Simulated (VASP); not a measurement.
InAgTe2:

```
In Ag Te
1.0
     7.79815    0.00000    0.00000
     2.43474    7.40832    0.00000
    -5.11645   -3.70416    4.57300
In Ag Te
2 2 4
Direct
  0.50000 0.50000 0.00000
  0.25000 0.75000 0.50000
  0.00000 0.00000 0.00000
  0.75000 0.25000 0.50000
  0.37500 0.38680 0.51180
  0.61320 0.12500 0.98820
  0.87500 0.86320 0.48820
  0.13680 0.62500 0.01180
```

| Quantity | Value |
| --- | --- |
| Program | VASP 6.6.1 |
| Task | relaxation of cell and atoms |
| Functional | PBE |
| Potentials or basis | VASP PAW PBE potentials, release 64 (In_d, Ag, Te) |
| Cutoff | 500 eV |
| k mesh | 6 × 6 × 6 |
| Occupations | methfessel-paxton, width 0.00819 eV |
| Spin | no spin polarisation |

At the start: pressure 3.2 GPa; volume 33.02 Å³/atom.

Task: Where does the relaxation end?

Result: Over 5 steps the energy falls by 42.6 meV/atom and the volume is 34.94 Å³/atom (+5.8 %); space group I-42d (No. 122, to 0.05 Å).

The path:
```csv
step,energy change (eV),largest force (eV/Å),pressure (GPa),volume (Å³)
1,0.0000,0.9113,3.24,264.19
2,-0.2620,0.3246,-0.96,290.59
3,-0.2706,0.4035,-0.41,286.17
4,-0.3051,0.2973,-0.27,284.13
5,-0.3409,0.0408,0.11,279.55
```

Final structure:
```xyz
8
Lattice="7.9466 0.0002 0.0000 2.4812 7.5493 0.0000 -5.2139 -3.7747 4.6599" Properties=species:S:1:pos:R:3 pbc="T T T"
In    5.2139    3.7747    0.0000
In    1.2406    3.7746    2.3300
Ag    0.0000    0.0000    0.0000
Ag    3.9733    0.0001    2.3300
Te    1.3157    0.9268    2.3091
Te    5.2890    0.9269    0.0209
Te    6.5052    4.7353    2.3508
Te   -2.6820    0.9605    4.6391
```

Caveat: the relaxation stopped at a loose force limit of 0.05 eV/Å, so its end isn't a converged minimum.
